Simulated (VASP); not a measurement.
Here is a VASP 6.6.1 calculation.

The input INCAR:

```
PREC = Accurate
ENCUT = 500
EDIFF = 1E-6
ISMEAR = 0
SIGMA = 0.02
LREAL = False
LASPH = True
NELM = 120
ALGO = Normal
ISIF = 2
LWAVE = False
LCHARG = True
GGA = PE
LELF = True
LVHAR = True
NBANDS = 65
GGA_COMPAT = False
```

File KPOINTS:

```
Automatic mesh
0
Gamma
  6 6 6
```

Contents of POSCAR:

```
CaIr2S4
1.0
    0.0000000000      5.3005516315      5.3005516315
    5.3005516315      0.0000000000      5.3005516315
    5.3005516315      5.3005516315      0.0000000000
Ca Ir S
2 4 8
Direct
    0.2500000000      0.2500000000      0.2500000000
    0.0000000000      0.0000000000      0.0000000000
    0.1250000000      0.6250000000      0.6250000000
    0.6250000000      0.6250000000      0.1250000000
    0.6250000000      0.6250000000      0.6250000000
    0.6250000000      0.1250000000      0.6250000000
    0.3981250836      0.3981250836      0.3981250836
    0.8518749164      0.4443752508      0.8518749164
    0.3981250836      0.3981250836      0.8056247492
    0.8518749164      0.8518749164      0.8518749164
    0.4443752508      0.8518749164      0.8518749164
    0.8518749164      0.8518749164      0.4443752508
    0.3981250836      0.8056247492      0.3981250836
    0.8056247492      0.3981250836      0.3981250836
```

Potentials or basis: VASP PAW PBE potentials, release 64 (Ca_sv, Ir, S).

Launch:

```bash
$ cat potpaw_PBE.64/Ca_sv/POTCAR potpaw_PBE.64/Ir/POTCAR potpaw_PBE.64/S/POTCAR > POTCAR
$ mpirun -np 1 vasp_std > vasp.out
```

(1) Estimate the band gap on the k mesh.

(2) Estimate the largest force.

(3) Predict the pressure.

Answers

(1) 1.30 eV.

(2) 0.007 eV/Å.

(3) -2.7 GPa.

Caveat: spin-orbit coupling is left out, which moves the levels of the heavy elements.
